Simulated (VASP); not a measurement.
# PbS (Fm-3m) in VASP: settings compared

PbS is run at these levels: PBE, PBE0, HF; tasks: single point, relaxation of cell and atoms.

Everything below comes from runs of VASP 6.6.1. Logs are shortened: lines on timing, memory, paths and dates and some standing lists are left out, and cuts for length are marked.

## 1. The cell of the first run

Symmetry: Fm-3m, No. 225, cubic system. The conventional cell has a = 6.010 Å, b = 6.010 Å, c = 6.010 Å, α = 90.00°, β = 90.00°, γ = 90.00°. Pb (site symmetry m-3m) has 6 S at 3.00 Å within 4.0 Å. Within 4.0 Å of S (site symmetry m-3m) lie 6 Pb at 3.00 Å.

## 2. Single point, PBE, non-collinear spin, zero start, spin-orbit coupling

The input, INCAR:

```
PREC = Accurate
ENCUT = 520
EDIFF = 1E-6
ISMEAR = -1
SIGMA = 0.05
LREAL = False
LASPH = True
NELM = 150
ALGO = Normal
ISIF = 2
LWAVE = False
LCHARG = True
LNONCOLLINEAR = True
MAGMOM = 0 0 0 0 0 0
LORBIT = 11
LSORBIT = True
GGA_COMPAT = False
LORBMOM = True
GGA = PE
LVHAR = True
NBANDS = 32
```

The input, KPOINTS:

```
regular mesh
0
Gamma
  8 8 8
```

The input, POSCAR:

```
PbS
1.0
    0.0000000000      3.0047775019      3.0047775019
    3.0047775019      0.0000000000      3.0047775019
    3.0047775019      3.0047775019      0.0000000000
Pb S
1 1
Direct
    0.0000000000      0.0000000000      0.0000000000
    0.5000000000      0.5000000000      0.5000000000
```

Potentials or basis: VASP PAW PBE potentials, release 64 (Pb_d, S).

The run is started by

```sh
$ cat potpaw_PBE.64/Pb_d/POTCAR potpaw_PBE.64/S/POTCAR > POTCAR
$ mpirun -np 1 vasp_ncl > vasp.out
```

OUTCAR:

```text
PREC = Accurate
   ENCUT = 520
   EDIFF = 1E-6
   ISMEAR = -1
   LREAL = False
   LASPH = True
   NELM = 150
   ISIF = 2
   LNONCOLLINEAR = True
   LORBIT = 11
   LSORBIT = True
   GGA = PE

 ion  position               nearest neighbor table
   1  0.000  0.000  0.000-   2 3.00   2 3.00   2 3.00   2 3.00   2 3.00   2 3.00
   2  0.500  0.500  0.500-   1 3.00   1 3.00   1 3.00   1 3.00   1 3.00   1 3.00

  LATTYP: Found a face centered cubic cell.
 ALAT       =     6.0095550038

  Lattice vectors:

 A1 = (   0.0000000000,   3.0047775019,   3.0047775019)
 A2 = (   3.0047775019,   0.0000000000,   3.0047775019)
 A3 = (   3.0047775019,   3.0047775019,   0.0000000000)

Analysis of symmetry for initial positions (statically):
=====================================================================
 Subroutine PRICEL returns:
 Original cell was already a primitive cell.

 Routine SETGRP: Setting up the symmetry group for a
 face centered cubic supercell.

 Subroutine GETGRP returns: Found 48 space group operations
 (whereof 48 operations were pure point group operations)
 out of a pool of 48 trial point group operations.

The static configuration has the point symmetry O_h .

Analysis of symmetry for dynamics (positions and initial velocities):
=====================================================================
 Subroutine PRICEL returns:
 Original cell was already a primitive cell.

 Routine SETGRP: Setting up the symmetry group for a
 face centered cubic supercell.

 Subroutine GETGRP returns: Found 48 space group operations
 (whereof 48 operations were pure point group operations)
 out of a pool of 48 trial point group operations.

The dynamic configuration has the point symmetry O_h .

Analysis of structural, dynamic, and magnetic symmetry:
=====================================================================
 Subroutine PRICEL returns:
 Original cell was already a primitive cell.

 Routine SETGRP: Setting up the symmetry group for a
 face centered cubic supercell.

 Subroutine GETGRP returns: Found 48 space group operations
 (whereof 48 operations were pure point group operations)
 out of a pool of 48 trial point group operations.

The overall configuration has the point symmetry O_h .

 Subroutine INISYM returns: Found 48 space group operations
 (whereof 48 operations are pure point group operations),
 and found     1 'primitive' translations

----------------------------------------------------------------------------------------

                                     Primitive cell

  volume of cell :      54.2584

  direct lattice vectors                    reciprocal lattice vectors
     0.000000000  3.004777502  3.004777502    -0.166401672  0.166401672  0.166401672
     3.004777502  0.000000000  3.004777502     0.166401672 -0.166401672  0.166401672
     3.004777502  3.004777502  0.000000000     0.166401672  0.166401672 -0.166401672

  length of vectors
     4.249397095  4.249397095  4.249397095     0.288216150  0.288216150  0.288216150

  position of ions in fractional coordinates (direct lattice)
     0.000000000  0.000000000  0.000000000
     0.500000000  0.500000000  0.500000000

  ion indices of the primitive-cell ions
   primitive index   ion index
                 1           1
                 2           2

----------------------------------------------------------------------------------------

 KPOINTS: regular mesh

Automatic generation of k-mesh.
 Grid dimensions read from file:
 generate k-points for:    8    8    8

 Generating k-lattice:

  Cartesian coordinates                     Fractional coordinates (reciprocal lattice)
    -0.020800209  0.020800209  0.020800209     0.125000000  0.000000000  0.000000000
     0.020800209 -0.020800209  0.020800209     0.000000000  0.125000000  0.000000000
[... 89 lines left out ...]
  energy-cutoff  :      520.00
  volume of cell :       54.26
 maximum number of plane-waves:      2952
   NGX = 15   NGY = 15   NGZ = 15

 number of electron      20.0000003 magnetization       0.0000000     -0.0000000     -0.0000000

 number of electron      20.0000003 magnetization       0.0000000      0.0000000      0.0000000

 number of electron      20.0000003 magnetization      -0.0000000     -0.0000000     -0.0000000

 Free energy of the ion-electron system (eV)
  ---------------------------------------------------
  ext. energy  EPLUGINS =         0.00000000
  ---------------------------------------------------
  free energy    TOTEN  =        -9.14612805 eV

  energy without entropy =       -9.14538366  energy(sigma->0) =       -9.14575585

 E-fermi :   5.3242     XC(G=0):  -9.4964

 val. band max:        5.2493901656   @ k =   0.5000   0.0000   0.0000
 cond. band min:       5.3989952300   @ k =   0.5000   0.0000   0.0000
 fundamental gap:      0.1496050644
 Fermi energy:         5.3242038032

 k-point     1 :       0.0000    0.0000    0.0000
  band No.  band energies     occupation
      1     -12.9182      1.00000
      2     -12.9182      1.00000
      3     -12.9182      1.00000
      4     -12.9182      1.00000
      5     -10.3695      1.00000
      6     -10.3695      1.00000
[... 829 lines left out ...]
     31      16.2200      0.00000
     32      16.2206      0.00000

 [... further k-points ...]
[... 5 lines left out ...]
  --------------------------------------------------------------------------------------
  -------------------------------------------------------------------------------------
  Total       -0.0961581     -0.0961581     -0.0961581     -0.0000000      0.0000000     -0.0000000
  in kB       -2.8394185     -2.8394185     -2.8394185     -0.0000000      0.0000000     -0.0000000
  external PRESSURE =      -2.8394185 kB  Pullay stress =       0.0000000 kB

 VOLUME and BASIS-vectors are now :
 -----------------------------------------------------------------------------
  energy-cutoff  :      520.00
  volume of cell :       54.26
      direct lattice vectors                 reciprocal lattice vectors
     0.000000000  3.004777502  3.004777502    -0.166401672  0.166401672  0.166401672
     3.004777502  0.000000000  3.004777502     0.166401672 -0.166401672  0.166401672
     3.004777502  3.004777502  0.000000000     0.166401672  0.166401672 -0.166401672

 POSITION                                       TOTAL-FORCE (eV/Angst)
 -----------------------------------------------------------------------------------
      0.00000      0.00000      0.00000        -0.000000     -0.000000     -0.000000
      3.00478      3.00478      3.00478         0.000000      0.000000      0.000000
 -----------------------------------------------------------------------------------
    total drift:                                0.000000     -0.000000     -0.000000

  FREE ENERGIE OF THE ION-ELECTRON SYSTEM (eV)
  ---------------------------------------------------
  free  energy   TOTEN  =        -9.1461280500 eV

  energy  without entropy=       -9.1453836557  energy(sigma->0) =       -9.14575585

 orbital moment (x)

 # of ion     p       d       tot
 ----------------------------------------
  1         0.000  -0.000  -0.000
  2         0.000   0.000   0.000
 ----------------------------------------
            0.000  -0.000  -0.000

 orbital moment (y)

 # of ion     p       d       tot
 ----------------------------------------
  1         0.000  -0.000  -0.000
  2         0.000   0.000   0.000
 ----------------------------------------
            0.000  -0.000  -0.000

 orbital moment (z)

 # of ion     p       d       tot
 ----------------------------------------
  1         0.000   0.000   0.000
  2         0.000   0.000   0.000
 ----------------------------------------
            0.000   0.000   0.000

 Spin-Orbit-Coupling matrix elements

 Ion:    1  E_soc:     -0.7843386
 l=   1
     0.0000000    -0.0641022    -0.0641022
    -0.0641022     0.0000000    -0.0641022
    -0.0641022    -0.0641022     0.0000000
 l=   2
     0.0000000    -0.0134240     0.0000000    -0.0134240    -0.0531969
    -0.0134240     0.0000000    -0.0398976    -0.0134240    -0.0132992
     0.0000000    -0.0398976     0.0000000    -0.0398976     0.0000000
    -0.0134240    -0.0134240    -0.0398976     0.0000000    -0.0132992
    -0.0531969    -0.0132992     0.0000000    -0.0132992     0.0000000
 l=   3
     0.0000000     0.0000000     0.0000000     0.0000000     0.0000000     0.0000000     0.0000000
     0.0000000     0.0000000     0.0000000     0.0000000     0.0000000     0.0000000     0.0000000
     0.0000000     0.0000000     0.0000000     0.0000000     0.0000000     0.0000000     0.0000000
     0.0000000     0.0000000     0.0000000     0.0000000     0.0000000     0.0000000     0.0000000
     0.0000000     0.0000000     0.0000000     0.0000000     0.0000000     0.0000000     0.0000000
     0.0000000     0.0000000     0.0000000     0.0000000     0.0000000     0.0000000     0.0000000
     0.0000000     0.0000000     0.0000000     0.0000000     0.0000000     0.0000000     0.0000000

 Ion:    2  E_soc:     -0.0040548
 l=   1
     0.0000000    -0.0006758    -0.0006758
    -0.0006758     0.0000000    -0.0006758
    -0.0006758    -0.0006758     0.0000000
 l=   2
     0.0000000     0.0000000     0.0000000     0.0000000     0.0000000
     0.0000000     0.0000000     0.0000000     0.0000000     0.0000000
     0.0000000     0.0000000     0.0000000     0.0000000     0.0000000
     0.0000000     0.0000000     0.0000000     0.0000000     0.0000000
     0.0000000     0.0000000     0.0000000     0.0000000     0.0000000
 l=   3
     0.0000000     0.0000000     0.0000000     0.0000000     0.0000000     0.0000000     0.0000000
     0.0000000     0.0000000     0.0000000     0.0000000     0.0000000     0.0000000     0.0000000
     0.0000000     0.0000000     0.0000000     0.0000000     0.0000000     0.0000000     0.0000000
     0.0000000     0.0000000     0.0000000     0.0000000     0.0000000     0.0000000     0.0000000
     0.0000000     0.0000000     0.0000000     0.0000000     0.0000000     0.0000000     0.0000000
     0.0000000     0.0000000     0.0000000     0.0000000     0.0000000     0.0000000     0.0000000
     0.0000000     0.0000000     0.0000000     0.0000000     0.0000000     0.0000000     0.0000000

 total charge

# of ion       s       p       d       tot
------------------------------------------
    1        1.481   0.505   9.844  11.830
    2        1.352   2.320   0.000   3.672
--------------------------------------------------
tot          2.833   2.825   9.844  15.502

 magnetization (x)

# of ion       s       p       d       tot
------------------------------------------
    1       -0.000  -0.000   0.000  -0.000
    2        0.000  -0.000   0.000   0.000
--------------------------------------------------
tot         -0.000  -0.000   0.000  -0.000

 magnetization (y)

# of ion       s       p       d       tot
------------------------------------------
    1        0.000   0.000   0.000   0.000
    2       -0.000   0.000   0.000   0.000
--------------------------------------------------
tot          0.000   0.000   0.000   0.000

 magnetization (z)

# of ion       s       p       d       tot
------------------------------------------
    1       -0.000   0.000   0.000  -0.000
    2       -0.000  -0.000   0.000  -0.000
--------------------------------------------------
tot         -0.000  -0.000   0.000  -0.000
```

Run time: 62 s. Hardware: 1 thread of AMD EPYC 9R45 (Zen 5), shared host; peak memory 0.3 GiB.

What came out:

```yaml
Free_energy: -9.1461 eV
Pressure: -0.3 GPa
Net_moment: 0.00 μB per cell
Valence_electrons_inside_the_program's_atomic_spheres: Pb 11.83; S 3.67
```

Moments on the atoms (μB; x, y, z):
```
Pb  0.00 0.00 0.00
S   0.00 0.00 0.00
```

## 3. Single point, PBE0, non-collinear spin, zero start, spin-orbit coupling

This run uses another cell than the first one, of 26.09 Å³/atom.

The input, POSCAR:

```
PbS
1.0
    0.0000000000      2.9657500000      2.9657500000
    2.9657500000      0.0000000000      2.9657500000
    2.9657500000      2.9657500000      0.0000000000
Pb S
1 1
Direct
    0.0000000000      0.0000000000      0.0000000000
    0.5000000000      0.5000000000      0.5000000000
```

The input, INCAR.step1:

```
SYSTEM = PbS
  PREC = Accurate
  ENCUT = 520
  EDIFF = 1E-5
  ISMEAR = -1
  SIGMA = 0.05
  LREAL = .False.
  LASPH = .True.
  NELM = 150
  ALGO = Normal
  ISIF = 2
  LWAVE = .True.
  LCHARG = .False.
  MAGMOM = 0 0 0 0 0 0
  LORBIT = 11
  LSORBIT = .True.
  GGA_COMPAT = .False.
  LORBMOM = .True.
  NBANDS = 32
  GGA = PE
```

The input, INCAR.step2:

```
SYSTEM = PbS
  PREC = Accurate
  ENCUT = 520
  EDIFF = 1E-6
  ISMEAR = -1
  SIGMA = 0.05
  LREAL = .False.
  LASPH = .True.
  NELM = 150
  ALGO = Normal
  ISIF = 2
  LWAVE = .False.
  LCHARG = .False.
  MAGMOM = 0 0 0 0 0 0
  LORBIT = 11
  LSORBIT = .True.
  GGA_COMPAT = .False.
  LORBMOM = .True.
  GGA = PE
  LHFCALC = .True.
  AEXX = 0.25
  PRECFOCK = Normal
  NBANDS = 32
  ISTART = 1
```

The input, KPOINTS:

```
regular mesh
0
Gamma
  4 4 4
  0 0 0
```

Potentials or basis: VASP PAW PBE potentials, release 64 (Pb_d, S).

The run is started by

```sh
$ cat potpaw_PBE.64/Pb_d/POTCAR potpaw_PBE.64/S/POTCAR > POTCAR
$ cp INCAR.step1 INCAR
$ mpirun -np 1 vasp_ncl > vasp.out
$ cp INCAR.step2 INCAR
$ mpirun -np 1 vasp_ncl > vasp.out
```

Wall time 71 min (1 thread of Oxide Virtual Turin-like, shared host); peak memory 0.3 GiB.

It converged, with:

| Property | Result |
| --- | --- |
| Free energy | -11.7868 eV |
| Pressure | 0.8 GPa |
| Net moment | 0.00 μB per cell |
| Valence electrons inside the program's atomic spheres | Pb 11.86; S 3.70 |

Moments on the atoms (μB; x, y, z):
```
Pb  0.00 0.00 0.00
S   0.00 0.00 0.00
```

Caveat: the k points lie up to 0.46 Å⁻¹ apart; the PAW data sets were made with another functional, which shifts forces and pressure a little.

## 4. Single point, HF

This run uses another cell than the first one, of 29.60 Å³/atom.

The input, POSCAR:

```
PbS
1.0
    0.0000000000      3.0932036013      3.0932036013
    3.0932036013      0.0000000000      3.0932036013
    3.0932036013      3.0932036013      0.0000000000
Pb S
1 1
Direct
    0.0000000000      0.0000000000      0.0000000000
    0.5000000000      0.5000000000      0.5000000000
```

The input, INCAR.step1:

```
SYSTEM = PbS
ALGO = Normal
EDIFF = 1E-5
ENCUT = 520
GGA = PE
ISIF = 2
ISMEAR = -1
LASPH = .TRUE.
LCHARG = .FALSE.
LREAL = .FALSE.
LWAVE = .TRUE.
NBANDS = 17
NELM = 60
PREC = Accurate
SIGMA = 0.05
```

The input, INCAR.step2:

```
SYSTEM = PbS
AEXX = 1.0
AGGAC = 0.0
ALDAC = 0.0
ALGO = Normal
EDIFF = 1E-6
ENCUT = 520
GGA = PE
ISIF = 2
ISMEAR = -1
ISTART = 1
LASPH = .TRUE.
LCHARG = .FALSE.
LHFCALC = .TRUE.
LREAL = .FALSE.
LWAVE = .FALSE.
NBANDS = 17
NELM = 60
PREC = Accurate
PRECFOCK = Normal
SIGMA = 0.05
```

The input, KPOINTS:

```
k-points
0
G
  4 4 4
  0 0 0
```

The run is started by

```sh
$ cat potpaw_PBE.64/Pb_d/POTCAR potpaw_PBE.64/S/POTCAR > POTCAR
$ cp INCAR.step1 INCAR
$ mpirun -np 1 vasp_std > vasp.out
$ cp INCAR.step2 INCAR
$ mpirun -np 1 vasp_std > vasp.out
```

Wall time 22 min (1 thread of Oxide Virtual Turin-like, shared host); peak memory 0.18 GiB.

It converged, with:

- Free energy: -17.8580 eV
- Pressure: -0.6 GPa
- Band gap on the k mesh: 6.08 eV

Levels at points of the mesh, in eV from the valence-band top:
```tsv
k point	band 6	band 7	band 8	band 9	band 10	band 11	band 12	band 13	band 14	band 15
(0.00, 0.00, 0.00)	-18.21	-7.41	-2.74	-2.74	-2.74	11.55	11.55	11.55	13.32	13.32
(0.50, 0.00, 0.00)	-17.04	-10.85	-2.41	-2.41	0.00	6.08	7.87	7.87	15.22	17.44
(0.50, 0.50, 0.00)	-16.63	-8.65	-6.20	-4.17	-4.17	10.02	12.06	12.11	12.11	18.60
```

Caveat: the k points lie up to 0.44 Å⁻¹ apart; the PAW data sets were made with another functional, which shifts forces and pressure a little; spin-orbit coupling is left out, which moves the levels of the heavy elements.

## 5. Relaxation of cell and atoms, HF

This run uses another cell than the first one, of 26.09 Å³/atom.

The input, POSCAR:

```
PbS
1.0
    0.0000000000      2.9657500000      2.9657500000
    2.9657500000      0.0000000000      2.9657500000
    2.9657500000      2.9657500000      0.0000000000
Pb S
1 1
Direct
    0.0000000000      0.0000000000      0.0000000000
    0.5000000000      0.5000000000      0.5000000000
```

The input, INCAR.step1:

```
SYSTEM = PbS
PREC = Accurate
ENCUT = 600
EDIFF = 1E-5
ISMEAR = -1
SIGMA = 0.05
LREAL = .False.
LASPH = .True.
NELM = 80
ALGO = Normal
LWAVE = .True.
LCHARG = .False.
GGA = PE
NBANDS = 17
```

The input, INCAR.step2:

```
SYSTEM = PbS
PREC = Accurate
ENCUT = 600
EDIFF = 1E-6
ISMEAR = -1
SIGMA = 0.05
LREAL = .False.
LASPH = .True.
NELM = 80
ALGO = Normal
ISIF = 3
LWAVE = .False.
LCHARG = .False.
GGA = PE
LHFCALC = .True.
AEXX = 1.0
ALDAC = 0.0
AGGAC = 0.0
PRECFOCK = Normal
IBRION = 2
NSW = 60
EDIFFG = -0.01
ISTART = 1
```

The input, KPOINTS:

```
regular mesh
0
Gamma
  4 4 4
  0 0 0
```

The run is started by

```sh
$ cat potpaw_PBE.64/Pb_d/POTCAR potpaw_PBE.64/S/POTCAR > POTCAR
$ cp INCAR.step1 INCAR
$ mpirun -np 1 vasp_std > vasp.out
$ cp INCAR.step2 INCAR
$ mpirun -np 1 vasp_std > vasp.out
```

Run time: 36 min. Hardware: 1 thread of Oxide Virtual Turin-like, shared host; peak memory 0.21 GiB.

The run converged. Its results:

```
Free energy                           : -17.8580 eV
Relaxed volume                        : 29.27 Å³/atom
Relaxed cell                          : a = 4.358 Å, b = 4.358 Å, c = 4.358 Å, α = 60.00°, β = 60.00°, γ = 60.00°
Space group after relaxing (to 0.1 Å) : Fm-3m (No. 225)
Energy gained by relaxing             : 68.3 meV/atom
Ionic steps                           : 3
Pressure after relaxing               : 0.0 GPa
Band gap on the k mesh                : 6.04 eV
```

Step by step:
| step | energy change (eV) | largest force (eV/Å) | pressure (GPa) | volume (Å³) |
| --- | --- | --- | --- | --- |
| 1 | 0.0000 | 0.0000 | 7.56 | 52.17 |
| 2 | -0.1066 | 0.0000 | -2.61 | 62.03 |
| 3 | -0.1366 | 0.0000 | 0.02 | 58.55 |

Final structure:
```
Pb S
1.0
     0.00000    3.08191    3.08191
     3.08191    0.00000    3.08191
     3.08191    3.08191    0.00000
Pb S
1 1
Direct
  0.00000 0.00000 0.00000
  0.50000 0.50000 0.50000
```

Levels at points of the mesh, in eV from the valence-band top:
| k point | band 6 | band 7 | band 8 | band 9 | band 10 | band 11 | band 12 | band 13 | band 14 |
| --- | --- | --- | --- | --- | --- | --- | --- | --- | --- |
| (0.00, 0.00, 0.00) | -18.34 | -7.41 | -2.83 | -2.83 | -2.83 | 11.57 | 11.57 | 11.57 | 13.29 |
| (0.50, 0.00, 0.00) | -17.14 | -10.95 | -2.48 | -2.48 | 0.00 | 6.04 | 7.83 | 7.83 | 15.23 |
| (0.50, 0.50, 0.00) | -16.72 | -8.68 | -6.33 | -4.28 | -4.28 | 9.97 | 12.09 | 12.14 | 12.14 |

Caveat: the k points lie up to 0.44 Å⁻¹ apart in the final cell; the PAW data sets were made with another functional, which shifts forces and pressure a little; spin-orbit coupling is left out, which moves the levels of the heavy elements.

## 6. The runs side by side

```tsv
task	level	spin	cell	k mesh	cutoff (eV)	grid for exact exchange (PRECFOCK)	share of exact exchange	gap on the mesh (eV)	pressure (GPa)	moment (μB)
single point	PBE	non-collinear, zero start, SOC	a = 4.249 Å, angles 60.0°, 2 atoms	8 × 8 × 8	520	-	-	-	-0.3	0.00
single point	PBE0	non-collinear, zero start, SOC	a = 4.194 Å, angles 60.0°, 2 atoms	4 × 4 × 4	520	Normal	0.25	-	0.8	0.00
single point	HF	off	a = 4.374 Å, angles 60.0°, 2 atoms	4 × 4 × 4	520	Normal	1	6.08	-0.6	-
relaxation of cell and atoms	HF	off	relaxed from a = 4.194 Å, angles 60.0°, 2 atoms	4 × 4 × 4	600	Normal	1	6.04	0.0	-
```

Alike in all rows: potentials or basis VASP PAW PBE potentials, release 64 (Pb_d, S); smearing fermi-dirac 0.05 eV.

Caveats: some runs use coarse meshes; the PAW data sets were made with another functional, which shifts forces and pressure a little (at least some runs); spin-orbit coupling is left out, which moves the levels of the heavy elements (at least some runs).

Absolute energies hang on the potentials; compare differences alone.
